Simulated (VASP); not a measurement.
# Ag (P6_3/mmc) in VASP: a series of runs

Ag is run at these levels: PBEsol; tasks: single point.

All numbers are computed with VASP 6.6.1; they aren't measurements. Logs are shortened: lines on timing, memory, paths and dates and some standing lists are left out, and cuts for length are marked.

## (1) The cell of the first run

The structure is hexagonal, space group P6_3/mmc (No. 194). Conventional cell: a = 2.760 Å, b = 2.760 Å, c = 4.491 Å, α = 90.00°, β = 90.00°, γ = 120.00°. Within 3.6 Å of Ag (site symmetry -6m2) lie 12 Ag at 2.75 to 2.76 Å.

## (2) Single point, PBEsol

INCAR reads:

```
SYSTEM = Ag
ALGO = Normal
EDIFF = 1E-7
ENCUT = 520
GGA = PS
ISIF = 2
ISMEAR = -1
LASPH = .True.
LCHARG = .False.
LREAL = .False.
LWAVE = .False.
NBANDS = 18
NELM = 60
PREC = Accurate
SIGMA = 0.05
```

KPOINTS reads:

```
k-points
0
Gamma
  10 10 6
  0 0 0
```

POSCAR reads:

```
Ag
1.0
    2.7595640018      0.0000000000      0.0000000000
   -1.3797820009      2.3898525289      0.0000000000
    0.0000000000      0.0000000000      4.4910669536
Ag
2
Direct
    0.6666666667      0.3333333333      0.7500000000
    0.3333333333      0.6666666667      0.2500000000
```

Potentials or basis: VASP PAW PBE potentials, release 64 (Ag).

Run with:

```sh
$ cat potpaw_PBE.64/Ag/POTCAR > POTCAR
$ mpirun -np 1 vasp_std > vasp.out
```

OUTCAR:

```text
SYSTEM = Ag
   EDIFF = 1E-7
   ENCUT = 520
   GGA = PS
   ISIF = 2
   ISMEAR = -1
   LASPH = .True.
   LREAL = .False.
   NELM = 60
   PREC = Accurate

 ion  position               nearest neighbor table
   1  0.667  0.333  0.750-   2 2.75   2 2.75   2 2.75   2 2.75   2 2.75   2 2.75
   2  0.333  0.667  0.250-   1 2.75   1 2.75   1 2.75   1 2.75   1 2.75   1 2.75

  LATTYP: Found a hexagonal cell.
 ALAT       =     2.7595640018
 C/A-ratio  =     1.6274552613

  Lattice vectors:

 A1 = (   2.7595640018,   0.0000000000,   0.0000000000)
 A2 = (  -1.3797820009,   2.3898525289,   0.0000000000)
 A3 = (   0.0000000000,   0.0000000000,   4.4910669536)

Analysis of symmetry for initial positions (statically):
=====================================================================
 Subroutine PRICEL returns:
 Original cell was already a primitive cell.

 Routine SETGRP: Setting up the symmetry group for a
 hexagonal supercell.

 Subroutine GETGRP returns: Found 24 space group operations
 (whereof 12 operations were pure point group operations)
 out of a pool of 24 trial point group operations.

The static configuration has the point symmetry D_3d.
 The point group associated with its full space group is D_6h.

Analysis of symmetry for dynamics (positions and initial velocities):
=====================================================================
 Subroutine PRICEL returns:
 Original cell was already a primitive cell.

 Routine SETGRP: Setting up the symmetry group for a
 hexagonal supercell.

 Subroutine GETGRP returns: Found 24 space group operations
 (whereof 12 operations were pure point group operations)
 out of a pool of 24 trial point group operations.

The dynamic configuration has the point symmetry D_3d.
 The point group associated with its full space group is D_6h.

 Subroutine INISYM returns: Found 24 space group operations
 (whereof 12 operations are pure point group operations),
 and found     1 'primitive' translations

----------------------------------------------------------------------------------------

                                     Primitive cell

  volume of cell :      29.6184

  direct lattice vectors                    reciprocal lattice vectors
     2.759564002  0.000000000  0.000000000     0.362376085  0.209217930  0.000000000
    -1.379782001  2.389852529  0.000000000     0.000000000  0.418435861  0.000000000
     0.000000000  0.000000000  4.491066954     0.000000000  0.000000000  0.222664238

  length of vectors
     2.759564002  2.759564002  4.491066954     0.418435861  0.418435861  0.222664238

  position of ions in fractional coordinates (direct lattice)
     0.666666667  0.333333333  0.750000000
     0.333333333  0.666666667  0.250000000

  ion indices of the primitive-cell ions
   primitive index   ion index
                 1           1
                 2           2

----------------------------------------------------------------------------------------

 KPOINTS: k-points

Automatic generation of k-mesh.
 Grid dimensions read from file:
 generate k-points for:   10   10    6

 Generating k-lattice:

  Cartesian coordinates                     Fractional coordinates (reciprocal lattice)
     0.036237609  0.020921793  0.000000000     0.100000000  0.000000000  0.000000000
     0.000000000  0.041843586  0.000000000     0.000000000  0.100000000  0.000000000
     0.000000000  0.000000000  0.037110706     0.000000000  0.000000000  0.166666667

  Length of vectors
     0.041843586  0.041843586  0.037110706

  Shift w.r.t. Gamma in fractional coordinates (k-lattice)
     0.000000000  0.000000000  0.000000000

 Subroutine IBZKPT returns following result:
 ===========================================

 Found     56 irreducible k-points:

 Following reciprocal coordinates:
            Coordinates               Weight
  0.000000  0.000000  0.000000      1.000000
  0.100000  0.000000  0.000000      6.000000
  0.200000  0.000000  0.000000      6.000000
  0.300000  0.000000  0.000000      6.000000
  0.400000  0.000000  0.000000      6.000000
  0.500000  0.000000  0.000000      3.000000
[... 16 lines left out ...]
  0.300000  0.100000  0.166667     24.000000
  0.400000  0.100000  0.166667     24.000000
 [... further k-points ...]
   k-points           NKPTS =     56   k-points in BZ     NKDIM =     56   number of bands    NBANDS=     18
   number of dos      NEDOS =    301   number of ions     NIONS =      2
   total plane-waves  NPLWV =  20736
   dimension x,y,z NGX =    24 NGY =   24 NGZ =   36
   dimension x,y,z NGXF=    48 NGYF=   48 NGZF=   72
   ions per type =               2
   NGX,Y,Z   is equivalent  to a cutoff of  14.46, 14.46, 13.33 a.u.
   NGXF,Y,Z  is equivalent  to a cutoff of  28.92, 28.92, 26.65 a.u.
 SYSTEM =  Ag
   PREC   = accura    normal or accurate (medium, high low for compatibility)
   ISTART =      0    job   : 0-new  1-cont  2-samecut
   ICHARG =      2    charge: 1-file 2-atom 10-const
   ISPIN  =      1    spin polarized calculation?
   LNONCOLLINEAR =      F non collinear calculations
   LSORBIT =      F    spin-orbit coupling
   LASPH  =      T    aspherical Exc in radial PAW
   ENCUT  =  520.0 eV  38.22 Ry    6.18 a.u.   5.13  5.13  8.35*2*pi/ulx,y,z
   NELM   =     60;   NELMIN=  2; NELMDL= -5     # of ELM steps
   EDIFF  = 0.1E-06   stopping-criterion for ELM
   LREAL  =      F    real-space projection
   EDIFFG = 0.1E-05   stopping-criterion for IOM
   NSW    =      0    number of steps for IOM
   IBRION =     -1    ionic relax: 0-MD 1-quasi-New 2-CG
   NFREE  =      0    steps in history (QN), initial steepest desc. (CG)
   ISIF   =      2    stress and relaxation
   ISYM   =      2    0-nonsym 1-usesym 2-fastsym
   POTIM  = 0.5000    time-step for ionic-motion
   TEBEG  =    0.0;   TEEND  =   0.0 temperature during run
   PSTRESS=    0.0 pullay stress
   NELECT =      22.0000    total number of electrons
   NUPDOWN=      -1.0000    fix difference up-down
   EMIN   =  10.00;   EMAX   =-10.00  energy-range for DOS
   EFERMI =   0.00;   METHOD = LEGACY
   ISMEAR =    -1;   SIGMA  =   0.05  broadening in eV -4-tet -1-fermi 0-gaus
   EFERMI_NEDOS =   21; number of points for ismear=-14 and -15
   IALGO  =     38    algorithm
   IMIX   =      4    mixing-type and parameters
     AMIX     =   0.40;   BMIX     =  1.00
     AMIX_MAG =   1.60;   BMIX_MAG =  1.00
  volume/ion in A,a.u.               =      14.81        99.94
  Fermi-wavevector in a.u.,A,eV,Ry     =   1.482616  2.801738 29.907650  2.198150
  Thomas-Fermi vector in A             =   2.596380
   LORBIT       =      0    0 simple, 1 ext, 2 COOP (PROOUT), +10 PAW based schemes
   GGA     = PS    functional components
   LHFCALC =     F    Hartree Fock is set to
   AEXX    =    0.0000 exact exchange contribution
   IVDW    =     0    specifies the selected vdW correction
   LEPSILON=     F    determine dielectric tensor
   LRPA    =     F    only Hartree local field effects (RPA)
 non-spin polarized calculation
  energy-cutoff  :      520.00
  volume of cell :       29.62
 maximum number of plane-waves:       810
 NGX is ok and might be reduce to    24
   NGX = 11   NGY = 11   NGZ = 17

 number of electron      21.9999998 magnetization

 Free energy of the ion-electron system (eV)
  ---------------------------------------------------
  ext. energy  EPLUGINS =         0.00000000
  ---------------------------------------------------
  free energy    TOTEN  =        -6.39090138 eV

  energy without entropy =       -6.38491185  energy(sigma->0) =       -6.38790662

 E-fermi :  10.3108     XC(G=0): -13.2721

 val. band max:       10.3090558911   @ k =   0.5000   0.0000   0.1667
 cond. band min:      10.3579965565   @ k =   0.4000   0.1000   0.3333
 fundamental gap:      0.0489406654
 Fermi energy:        10.3108032474

 k-point     1 :       0.0000    0.0000    0.0000
  band No.  band energies     occupation
      1       1.4168      2.00000
      2       2.9771      2.00000
      3       5.0209      2.00000
      4       5.1193      2.00000
      5       5.1193      2.00000
      6       5.4376      2.00000
[... 10 lines left out ...]
     17      30.2616      0.00000
     18      30.2616      0.00000

 k-point     2 :       0.1000    0.0000    0.0000
  band No.  band energies     occupation
      1       1.7240      2.00000
      2       3.1653      2.00000
      3       4.8086      2.00000
      4       5.2928      2.00000
      5       5.3035      2.00000
      6       5.3934      2.00000
[... 10 lines left out ...]
     17      28.7271      0.00000
     18      30.0441      0.00000

 k-point     3 :       0.2000    0.0000    0.0000
  band No.  band energies     occupation
      1       2.5319      2.00000
      2       3.5170      2.00000
      3       4.6085      2.00000
      4       4.9565      2.00000
      5       5.1875      2.00000
      6       5.5055      2.00000
[... 10 lines left out ...]
     17      27.9408      0.00000
     18      29.0219      0.00000

 k-point     4 :       0.3000    0.0000    0.0000
  band No.  band energies     occupation
      1       3.2600      2.00000
      2       3.4944      2.00000
      3       4.1645      2.00000
      4       5.0018      2.00000
      5       5.2395      2.00000
      6       5.2724      2.00000
[... 375 lines left out ...]
      4       4.5792      2.00000
      5       5.0059      2.00000
      6       5.4286      2.00000
[... 10 lines left out ...]
     17      27.2963      0.00000
     18      29.3070      0.00000

 k-point    23 :       0.3000    0.1000    0.1667
  band No.  band energies     occupation
      1       3.3652      2.00000
      2       3.5836      2.00000
      3       4.2032      2.00000
      4       4.5583      2.00000
      5       5.1506      2.00000
      6       5.5030      2.00000
[... 10 lines left out ...]
     17      25.9739      0.00000
     18      26.9825      0.00000

 k-point    24 :       0.4000    0.1000    0.1667
  band No.  band energies     occupation
      1       3.2037      2.00000
      2       3.3368      2.00000
      3       4.0964      2.00000
      4       4.6322      2.00000
      5       5.0044      2.00000
      6       5.7860      2.00000
[... 10 lines left out ...]
     17      23.8674      0.00000
     18      25.7961      0.00000

 [... further k-points ...]
[... 5 lines left out ...]
  --------------------------------------------------------------------------------------
  -------------------------------------------------------------------------------------
  Total        3.6277607      3.6277607      3.6193208      0.0000000     -0.0000000      0.0000000
  in kB      196.2402578    196.2402578    195.7837125      0.0000000     -0.0000000      0.0000000
  external PRESSURE =     196.0880760 kB  Pullay stress =       0.0000000 kB

 VOLUME and BASIS-vectors are now :
 -----------------------------------------------------------------------------
  energy-cutoff  :      520.00
  volume of cell :       29.62
      direct lattice vectors                 reciprocal lattice vectors
     2.759564002  0.000000000  0.000000000     0.362376085  0.209217930  0.000000000
    -1.379782001  2.389852529  0.000000000     0.000000000  0.418435861  0.000000000
     0.000000000  0.000000000  4.491066954     0.000000000  0.000000000  0.222664238

 POSITION                                       TOTAL-FORCE (eV/Angst)
 -----------------------------------------------------------------------------------
      1.37978      0.79662      3.36830        -0.000000      0.000000      0.000000
     -0.00000      1.59324      1.12277         0.000000     -0.000000     -0.000000
 -----------------------------------------------------------------------------------
    total drift:                               -0.000000      0.000000     -0.000000

  FREE ENERGIE OF THE ION-ELECTRON SYSTEM (eV)
  ---------------------------------------------------
  free  energy   TOTEN  =        -6.3909013808 eV

  energy  without entropy=       -6.3849118527  energy(sigma->0) =       -6.38790662
```

Run time: 9.6 s. Hardware: 1 thread of Intel Xeon 6975P-C (Granite Rapids), shared host; peak memory 0.16 GiB.

Results:

* Free energy: -6.3909 eV
* Pressure: 19.6 GPa
* Band gap on the k mesh: zero (band 11 reaches 13.83 eV, above the bottom of band 12 at 6.79 eV)

Caveat: the PAW data sets were made with another functional, which shifts forces and pressure a little.

(Part 1 of 2 ends here.)
